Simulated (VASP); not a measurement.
# AlN (Fm-3m) in VASP: notebook

AlN is run at these levels: r2SCAN+rVV10; tasks: single point, relaxation of cell and atoms.

All numbers are computed with VASP 6.6.1; they aren't measurements. Logs are shortened: lines on timing, memory, paths and dates and some standing lists are left out, and cuts for length are marked.

### Step 1. The cell of the first run

It takes space group Fm-3m (No. 225, cubic). The conventional cell has a = 4.073 Å, b = 4.073 Å, c = 4.073 Å, α = 90.00°, β = 90.00°, γ = 90.00°. Within 2.7 Å of Al (site symmetry m-3m) lie 6 N at 2.04 Å. N (site symmetry m-3m) has 6 Al at 2.04 Å within 2.7 Å.

### Step 2. Single point, r2SCAN+rVV10 (8.45 Å³/atom)

Contents of POSCAR:

```
AlN
1.0
    0.0000000000      2.0365713429      2.0365713429
    2.0365713429      0.0000000000      2.0365713429
    2.0365713429      2.0365713429      0.0000000000
Al N
1 1
Direct
    0.5000000000      0.5000000000      0.5000000000
    0.0000000000      0.0000000000      0.0000000000
```

Contents of INCAR.step1:

```
PREC     = Accurate       # precision mode
ENCUT    = 660            # plane-wave cutoff, eV
ISMEAR   = 0              # smearing method
SIGMA    = 0.02           # smearing width, eV
LREAL    = False          # projectors in reciprocal space
LASPH    = True           # aspherical terms in the spheres
NELM     = 120            # most SCF steps
NBANDS   = 11             # bands
GGA      = PE             # functional
ALGO     = Normal         # electronic algorithm
EDIFF    = 1E-5           # SCF threshold, eV
LWAVE    = True           # write WAVECAR
LCHARG   = False          # write CHGCAR
GGA_COMPAT= False
```

Contents of INCAR.step2:

```
PREC     = Accurate       # precision mode
ENCUT    = 660            # plane-wave cutoff, eV
EDIFF    = 1E-6           # SCF threshold, eV
ISMEAR   = 0              # smearing method
SIGMA    = 0.02           # smearing width, eV
LREAL    = False          # projectors in reciprocal space
LASPH    = True           # aspherical terms in the spheres
NELM     = 120            # most SCF steps
ALGO     = Normal         # electronic algorithm
ISIF     = 2              # what is computed and relaxed
LWAVE    = False          # write WAVECAR
LCHARG   = True           # write CHGCAR
METAGGA  = R2SCAN         # meta-GGA
LMIXTAU  = True         
LUSE_VDW = True         
IVDW_NL  = 2            
BPARAM   = 11.95        
CPARAM   = 0.0093       
LELF     = True           # ELF
LVHAR    = True         
NBANDS   = 11             # bands
ISTART   = 1            
GGA_COMPAT= False
```

Contents of KPOINTS:

```
Automatic mesh
0
Gamma
  10 10 10
```

Potentials or basis: VASP PAW PBE potentials, release 64 (Al, N).

On the command line:

```console
$ cat potpaw_PBE.64/Al/POTCAR potpaw_PBE.64/N/POTCAR > POTCAR
$ cp INCAR.step1 INCAR
$ mpirun -np 1 vasp_std > vasp.out
$ cp INCAR.step2 INCAR
$ mpirun -np 1 vasp_std > vasp.out
```

OUTCAR:

```text
PREC = Accurate
   ENCUT = 660
   EDIFF = 1E-6
   ISMEAR = 0
   LREAL = False
   LASPH = True
   NELM = 120
   ISIF = 2
   METAGGA = R2SCAN
   IVDW_NL = 2
   BPARAM = 11.95
   ISTART = 1

 ion  position               nearest neighbor table
   1  0.500  0.500  0.500-   2 2.04   2 2.04   2 2.04   2 2.04   2 2.04   2 2.04
   2  0.000  0.000  0.000-   1 2.04   1 2.04   1 2.04   1 2.04   1 2.04   1 2.04

  LATTYP: Found a face centered cubic cell.
 ALAT       =     4.0731426858

  Lattice vectors:

 A1 = (   0.0000000000,   2.0365713429,   2.0365713429)
 A2 = (   2.0365713429,   0.0000000000,   2.0365713429)
 A3 = (   2.0365713429,   2.0365713429,   0.0000000000)

Analysis of symmetry for initial positions (statically):
=====================================================================
 Subroutine PRICEL returns:
 Original cell was already a primitive cell.

 Routine SETGRP: Setting up the symmetry group for a
 face centered cubic supercell.

 Subroutine GETGRP returns: Found 48 space group operations
 (whereof 48 operations were pure point group operations)
 out of a pool of 48 trial point group operations.

The static configuration has the point symmetry O_h .

Analysis of symmetry for dynamics (positions and initial velocities):
=====================================================================
 Subroutine PRICEL returns:
 Original cell was already a primitive cell.

 Routine SETGRP: Setting up the symmetry group for a
 face centered cubic supercell.

 Subroutine GETGRP returns: Found 48 space group operations
 (whereof 48 operations were pure point group operations)
 out of a pool of 48 trial point group operations.

The dynamic configuration has the point symmetry O_h .

 Subroutine INISYM returns: Found 48 space group operations
 (whereof 48 operations are pure point group operations),
 and found     1 'primitive' translations

----------------------------------------------------------------------------------------

                                     Primitive cell

  volume of cell :      16.8939

  direct lattice vectors                    reciprocal lattice vectors
     0.000000000  2.036571343  2.036571343    -0.245510673  0.245510673  0.245510673
     2.036571343  0.000000000  2.036571343     0.245510673 -0.245510673  0.245510673
     2.036571343  2.036571343  0.000000000     0.245510673  0.245510673 -0.245510673

  length of vectors
     2.880146814  2.880146814  2.880146814     0.425236959  0.425236959  0.425236959

  position of ions in fractional coordinates (direct lattice)
     0.500000000  0.500000000  0.500000000
     0.000000000  0.000000000  0.000000000

  ion indices of the primitive-cell ions
   primitive index   ion index
                 1           1
                 2           2

----------------------------------------------------------------------------------------

 KPOINTS: Automatic mesh

Automatic generation of k-mesh.
 Grid dimensions read from file:
 generate k-points for:   10   10   10

 Generating k-lattice:

  Cartesian coordinates                     Fractional coordinates (reciprocal lattice)
    -0.024551067  0.024551067  0.024551067     0.100000000  0.000000000  0.000000000
     0.024551067 -0.024551067  0.024551067     0.000000000  0.100000000  0.000000000
     0.024551067  0.024551067 -0.024551067     0.000000000  0.000000000  0.100000000

  Length of vectors
     0.042523696  0.042523696  0.042523696

  Shift w.r.t. Gamma in fractional coordinates (k-lattice)
     0.000000000  0.000000000  0.000000000

 Subroutine IBZKPT returns following result:
 ===========================================

 Found     47 irreducible k-points:

 Following reciprocal coordinates:
            Coordinates               Weight
  0.000000  0.000000  0.000000      1.000000
  0.100000  0.000000  0.000000      8.000000
  0.200000  0.000000  0.000000      8.000000
  0.300000  0.000000  0.000000      8.000000
  0.400000  0.000000  0.000000      8.000000
  0.500000  0.000000  0.000000      4.000000
[... 16 lines left out ...]
[... 50 lines left out ...]
      8      22.8221      0.00000
      9      25.8804      0.00000
     10      25.8804      0.00000
     11      28.1921      0.00000

 k-point     4 :       0.3000    0.0000    0.0000
  band No.  band energies     occupation
      1      -7.0268      2.00000
      2       3.9362      2.00000
      3       8.7140      2.00000
      4       8.7140      2.00000
      5      16.7629      0.00000
      6      22.0586      0.00000
      7      22.0978      0.00000
      8      22.0978      0.00000
      9      27.3425      0.00000
     10      27.4292      0.00000
     11      27.4292      0.00000

 k-point     5 :       0.4000    0.0000    0.0000
  band No.  band energies     occupation
      1      -6.0518      2.00000
      2       1.9966      2.00000
      3       8.4626      2.00000
      4       8.4626      2.00000
      5      16.3730      0.00000
      6      21.4264      0.00000
      7      21.4264      0.00000
      8      23.2820      0.00000
      9      26.8057      0.00000
     10      29.7716      0.00000
     11      29.7716      0.00000
[... 211 lines left out ...]
 k-point    21 :      -0.3000    0.2000    0.0000
  band No.  band energies     occupation
      1      -5.8415      2.00000
      2       3.0701      2.00000
      3       5.8150      2.00000
      4       8.3261      2.00000
      5      18.3785      0.00000
      6      20.1424      0.00000
      7      21.7686      0.00000
      8      22.5803      0.00000
      9      27.3146      0.00000
     10      29.7583      0.00000
     11      31.4175      0.00000

 k-point    22 :      -0.2000    0.2000    0.0000
  band No.  band energies     occupation
      1      -6.7366      2.00000
      2       4.4562      2.00000
      3       6.5524      2.00000
      4       8.7730      2.00000
      5      18.7859      0.00000
      6      20.2701      0.00000
      7      21.0904      0.00000
      8      22.7942      0.00000
      9      25.2471      0.00000
     10      29.5950      0.00000
     11      31.1783      0.00000

 k-point    23 :       0.3000    0.3000    0.0000
  band No.  band energies     occupation
      1      -6.4972      2.00000
      2       4.5768      2.00000
      3       7.4361      2.00000
      4       7.4361      2.00000
      5      16.8892      0.00000
      6      17.0118      0.00000
      7      22.0698      0.00000
      8      26.0433      0.00000
      9      26.0433      0.00000
     10      30.6819      0.00000
     11      34.7404      0.00000

 k-point    24 :       0.4000    0.3000    0.0000
  band No.  band energies     occupation
      1      -5.7687      2.00000
      2       3.5504      2.00000
      3       6.6723      2.00000
      4       7.1719      2.00000
      5      16.3001      0.00000
      6      17.0903      0.00000
      7      22.5488      0.00000
      8      25.9992      0.00000
      9      26.8421      0.00000
     10      32.0965      0.00000
     11      35.4358      0.00000

 [... further k-points ...]

------------------------ aborting loop because EDIFF is reached ----------------------------------------

  FORCE on cell =-STRESS in cart. coord.  units (eV):
  Direction    XX          YY          ZZ          XY          YZ          ZX
  --------------------------------------------------------------------------------------
  -------------------------------------------------------------------------------------
  Total       -0.8848417     -0.8848417     -0.8848417      0.0000000      0.0000000      0.0000000
  in kB      -83.9164842    -83.9164842    -83.9164842      0.0000000      0.0000000      0.0000000
  external PRESSURE =     -83.9164842 kB  Pullay stress =       0.0000000 kB

 VOLUME and BASIS-vectors are now :
 -----------------------------------------------------------------------------
  energy-cutoff  :      660.00
  volume of cell :       16.89
      direct lattice vectors                 reciprocal lattice vectors
     0.000000000  2.036571343  2.036571343    -0.245510673  0.245510673  0.245510673
     2.036571343  0.000000000  2.036571343     0.245510673 -0.245510673  0.245510673
     2.036571343  2.036571343  0.000000000     0.245510673  0.245510673 -0.245510673

 POSITION                                       TOTAL-FORCE (eV/Angst)
 -----------------------------------------------------------------------------------
      2.03657      2.03657      2.03657        -0.000000      0.000000      0.000000
      0.00000      0.00000      0.00000         0.000000     -0.000000     -0.000000
 -----------------------------------------------------------------------------------
    total drift:                                0.000000     -0.000000     -0.000000

  FREE ENERGIE OF THE ION-ELECTRON SYSTEM (eV)
  ---------------------------------------------------
  free  energy   TOTEN  =       -18.7374247049 eV

  energy  without entropy=      -18.7374247049  energy(sigma->0) =      -18.73742470
```

It took 83 s on 1 thread of Intel Xeon 8259CL, shared host; peak memory 0.22 GiB.

What came out:

- Free energy: -18.7374 eV
- Pressure: -8.4 GPa
- Band gap on the k mesh: 5.24 eV (least direct gap 6.17 eV)

Caveat: the cell stands under tension; the PAW data sets were made with another functional, which shifts forces and pressure a little.

### Step 3. Single point, r2SCAN+rVV10 (8.69 Å³/atom)

This run uses another cell than the first one, of 8.69 Å³/atom.

Contents of POSCAR:

```
AlN
1.0
    0.0000000000      2.0561549610      2.0561549610
    2.0561549610      0.0000000000      2.0561549610
    2.0561549610      2.0561549610      0.0000000000
Al N
1 1
Direct
    0.5000000000      0.5000000000      0.5000000000
    0.0000000000      0.0000000000      0.0000000000
```

Contents of INCAR.step1:

```
SYSTEM = AlN
PREC     = Accurate       ! precision mode
ENCUT    = 660            ! plane-wave cutoff, eV
ISMEAR   = 0              ! smearing method
SIGMA    = 0.02           ! smearing width, eV
LREAL    = .FALSE.        ! projectors in reciprocal space
LASPH    = .TRUE.         ! aspherical terms in the spheres
NELM     = 120            ! most SCF steps
NBANDS   = 11             ! bands
GGA      = PE             ! functional
ALGO     = Normal         ! electronic algorithm
EDIFF    = 1E-5           ! SCF threshold, eV
LWAVE    = .TRUE.         ! write WAVECAR
LCHARG   = .FALSE.        ! write CHGCAR
GGA_COMPAT= .FALSE.
```

Contents of INCAR.step2:

```
SYSTEM = AlN
PREC     = Accurate       ! precision mode
ENCUT    = 660            ! plane-wave cutoff, eV
EDIFF    = 1E-6           ! SCF threshold, eV
ISMEAR   = 0              ! smearing method
SIGMA    = 0.02           ! smearing width, eV
LREAL    = .FALSE.        ! projectors in reciprocal space
LASPH    = .TRUE.         ! aspherical terms in the spheres
NELM     = 120            ! most SCF steps
ALGO     = Normal         ! electronic algorithm
ISIF     = 2              ! what is computed and relaxed
LWAVE    = .FALSE.        ! write WAVECAR
LCHARG   = .FALSE.        ! write CHGCAR
METAGGA  = R2SCAN         ! meta-GGA
LMIXTAU  = .TRUE.       
LUSE_VDW = .TRUE.       
IVDW_NL  = 2            
BPARAM   = 11.95        
CPARAM   = 0.0093       
NBANDS   = 11             ! bands
ISTART   = 1            
GGA_COMPAT= .FALSE.
```

Contents of KPOINTS:

```
regular mesh
0
G
  10 10 10
  0 0 0
```

Potentials or basis: VASP PAW PBE potentials, release 64 (Al, N).

On the command line:

```console
$ cat potpaw_PBE.64/Al/POTCAR potpaw_PBE.64/N/POTCAR > POTCAR
$ cp INCAR.step1 INCAR
$ mpirun -np 1 vasp_std > vasp.out
$ cp INCAR.step2 INCAR
$ mpirun -np 1 vasp_std > vasp.out
```

It took 70 s on 1 thread of Intel Xeon 8259CL, shared host; peak memory 0.21 GiB.

The run converged. Its results:

- Free energy: -18.7013 eV
- Pressure: -15.1 GPa
- Band gap on the k mesh: 4.96 eV (least direct gap 5.75 eV)

Levels at points of the mesh, in eV from the valence-band top:
| k point | band 1 | band 2 | band 3 | band 4 | band 5 | band 6 | band 7 | band 8 |
| --- | --- | --- | --- | --- | --- | --- | --- | --- |
| (0.00, 0.00, 0.00) | -17.95 | 0.00 | 0.00 | 0.00 | 5.75 | 12.71 | 12.71 | 12.71 |
| (0.50, 0.00, 0.00) | -14.91 | -8.13 | -1.06 | -1.06 | 6.55 | 11.46 | 11.46 | 13.83 |
| (0.50, 0.50, 0.00) | -14.00 | -7.22 | -2.77 | -2.77 | 4.96 | 6.02 | 14.71 | 17.85 |

Caveat: the cell stands under tension; the PAW data sets were made with another functional, which shifts forces and pressure a little. A k mesh can miss the band edges.

### Step 4. Single point, r2SCAN+rVV10 (8.94 Å³/atom)

This run uses another cell than the first one, of 8.94 Å³/atom.

Contents of POSCAR:

```
AlN
1.0
    0.0000000000      2.0753724764      2.0753724764
    2.0753724764      0.0000000000      2.0753724764
    2.0753724764      2.0753724764      0.0000000000
Al N
1 1
Direct
    0.5000000000      0.5000000000      0.5000000000
    0.0000000000      0.0000000000      0.0000000000
```

Contents of INCAR.step1:

```
ALGO = Normal
EDIFF = 1E-5
ENCUT = 660
GGA = PE
GGA_COMPAT = False
ISMEAR = 0
LASPH = True
LCHARG = False
LREAL = False
LWAVE = True
NBANDS = 11
NELM = 120
PREC = Accurate
SIGMA = 0.02
```

Contents of INCAR.step2:

```
ALGO = Normal
BPARAM = 11.95
CPARAM = 0.0093
EDIFF = 1E-6
ENCUT = 660
GGA_COMPAT = False
ISIF = 2
ISMEAR = 0
ISTART = 1
IVDW_NL = 2
LASPH = True
LCHARG = False
LMIXTAU = True
LREAL = False
LUSE_VDW = True
LWAVE = False
METAGGA = R2SCAN
NBANDS = 11
NELM = 120
PREC = Accurate
SIGMA = 0.02
```

Contents of KPOINTS:

```
k-points
0
Gamma
  10 10 10
```

On the command line:

```console
$ cat potpaw_PBE.64/Al/POTCAR potpaw_PBE.64/N/POTCAR > POTCAR
$ cp INCAR.step1 INCAR
$ mpirun -np 1 vasp_std > vasp.out
$ cp INCAR.step2 INCAR
$ mpirun -np 1 vasp_std > vasp.out
```

Run time: 2.1 min. Hardware: 1 thread of Intel Xeon 8259CL, shared host; peak memory 0.26 GiB.

The run converged. Its results:

- Free energy: -18.6461 eV
- Pressure: -20.9 GPa
- Band gap on the k mesh: 4.69 eV (least direct gap 5.36 eV)

Levels at points of the mesh, in eV from the valence-band top:
```csv
k point,band 1,band 2,band 3,band 4,band 5,band 6,band 7,band 8,band 9
"(0.00, 0.00, 0.00)",-17.71,0.00,0.00,0.00,5.36,12.62,12.62,12.62,17.96
"(0.50, 0.00, 0.00)",-14.77,-7.96,-1.01,-1.01,6.38,11.23,11.23,13.39,16.58
"(0.50, 0.50, 0.00)",-13.91,-7.04,-2.70,-2.70,4.69,6.06,14.36,17.41,17.41
```

Caveat: the cell stands under tension; the PAW data sets were made with another functional, which shifts forces and pressure a little. A k mesh can miss the band edges.

### Step 5. Relaxation of cell and atoms, r2SCAN+rVV10

This run uses another cell than the first one, of 8.42 Å³/atom.

Contents of POSCAR:

```
AlN
1.0
    0.0000000000      2.0345180000      2.0345180000
    2.0345180000      0.0000000000      2.0345180000
    2.0345180000      2.0345180000      0.0000000000
Al N
1 1
Direct
    0.5000000000      0.5000000000      0.5000000000
    0.0000000000      0.0000000000      0.0000000000
```

Contents of INCAR.step1:

```
SYSTEM = AlN
ALGO = Normal
EDIFF = 1E-5
EDIFFG = -0.005
ENCUT = 660
GGA = PE
GGA_COMPAT = .False.
IBRION = 2
ISIF = 3
ISMEAR = 0
LASPH = .True.
LCHARG = .False.
LREAL = .False.
LWAVE = .True.
NELM = 120
NELMIN = 4
NSW = 100
PREC = Accurate
SIGMA = 0.02
```

Contents of INCAR.step2:

```
SYSTEM = AlN
ALGO = Normal
BPARAM = 11.95
CPARAM = 0.0093
EDIFF = 1E-7
EDIFFG = -0.002
ENCUT = 660
GGA_COMPAT = .False.
IBRION = 2
ISIF = 3
ISMEAR = 0
ISTART = 1
IVDW_NL = 2
LASPH = .True.
LCHARG = .False.
LMIXTAU = .True.
LREAL = .False.
LUSE_VDW = .True.
LWAVE = .False.
METAGGA = R2SCAN
NELM = 120
NELMIN = 4
NSW = 100
PREC = Accurate
SIGMA = 0.02
```

Contents of KPOINTS:

```
k-points
0
Gamma
  10 10 10
  0 0 0
```

On the command line:

```console
$ cat potpaw_PBE.64/Al/POTCAR potpaw_PBE.64/N/POTCAR > POTCAR
$ cp INCAR.step1 INCAR
$ mpirun -np 1 vasp_std > vasp.out
$ cp INCAR.step2 INCAR
$ mpirun -np 1 vasp_std > vasp.out
```

Run time: 11 min. Hardware: 1 thread of Intel Xeon 8259CL, shared host; peak memory 0.22 GiB.

The run converged. Its results:

```
Free energy                           : -18.7519 eV
Relaxed volume                        : 8.18 Å³/atom
Relaxed cell                          : a = 2.850 Å, b = 2.850 Å, c = 2.850 Å, α = 60.00°, β = 60.00°, γ = 60.00°
Space group after relaxing (to 0.1 Å) : Fm-3m (No. 225)
Energy gained by relaxing             : 6.0 meV/atom
Ionic steps                           : 16
Pressure after relaxing               : 0.0 GPa
Band gap on the k mesh                : 5.56 eV (least direct gap 6.64 eV)
```

Step by step:
| step | energy change (eV) | largest force (eV/Å) | pressure (GPa) | volume (Å³) |
| --- | --- | --- | --- | --- |
| 1 | 0.0000 | 0.0000 | -7.64 | 16.84 |
| 2 | 0.0010 | 0.0000 | 8.91 | 15.88 |
| 3 | -0.0119 | 0.0000 | 0.07 | 16.36 |
| 4 | -0.0119 | 0.0000 | -0.10 | 16.37 |
| 5 | -0.0119 | 0.0000 | -0.09 | 16.37 |
| 6 | -0.0119 | 0.0000 | -0.09 | 16.37 |
| 7 | -0.0119 | 0.0000 | -0.09 | 16.37 |
| 8 | -0.0119 | 0.0000 | -0.09 | 16.37 |
| 9 | -0.0119 | 0.0000 | -0.09 | 16.37 |
| 10 | -0.0119 | 0.0000 | -0.09 | 16.37 |
| 11 | -0.0119 | 0.0000 | -0.09 | 16.37 |
| 12 | -0.0119 | 0.0000 | -0.08 | 16.37 |
| 13 | -0.0119 | 0.0000 | -0.08 | 16.37 |
| 14 | -0.0119 | 0.0000 | -0.07 | 16.37 |
| 15 | -0.0119 | 0.0000 | -0.04 | 16.37 |
| 16 | -0.0119 | 0.0000 | 0.00 | 16.37 |

Final structure:
```
Al N
1.0
     0.00000    2.01510    2.01510
     2.01510    0.00000    2.01510
     2.01510    2.01510    0.00000
Al N
1 1
Direct
  0.50000 0.50000 0.50000
  0.00000 0.00000 0.00000
```

Levels at points of the mesh, in eV from the valence-band top:
```tsv
k point	band 1	band 2	band 3	band 4	band 5	band 6	band 7	band 8
(0.00, 0.00, 0.00)	-18.50	0.00	0.00	0.00	6.64	12.92	12.92	12.92
(0.50, 0.00, 0.00)	-15.21	-8.52	-1.18	-1.18	6.95	11.97	11.97	14.77
(0.50, 0.50, 0.00)	-14.23	-7.63	-2.93	-2.93	5.56	5.93	15.48	18.84
```

Caveat: the PAW data sets were made with another functional, which shifts forces and pressure a little.

### Step 6. The runs side by side

```tsv
task	cell	gap on the mesh (eV)	pressure (GPa)
single point	a = 2.880 Å, angles 60.0°, 2 atoms	5.24	-8.4
single point	a = 2.908 Å, angles 60.0°, 2 atoms	4.96	-15.1
single point	a = 2.935 Å, angles 60.0°, 2 atoms	4.69	-20.9
relaxation of cell and atoms	relaxed from a = 2.877 Å, angles 60.0°, 2 atoms	5.56	0.0
```

Alike in all rows: level r2SCAN+rVV10; potentials or basis VASP PAW PBE potentials, release 64 (Al, N); no spin polarisation; k mesh 10 × 10 × 10; cutoff (eV) 660; smearing gaussian 0.02 eV.

Caveats: the PAW data sets were made with another functional, which shifts forces and pressure a little; the cell stands under tension (at least some runs).

Absolute energies hang on the potentials; compare differences alone.
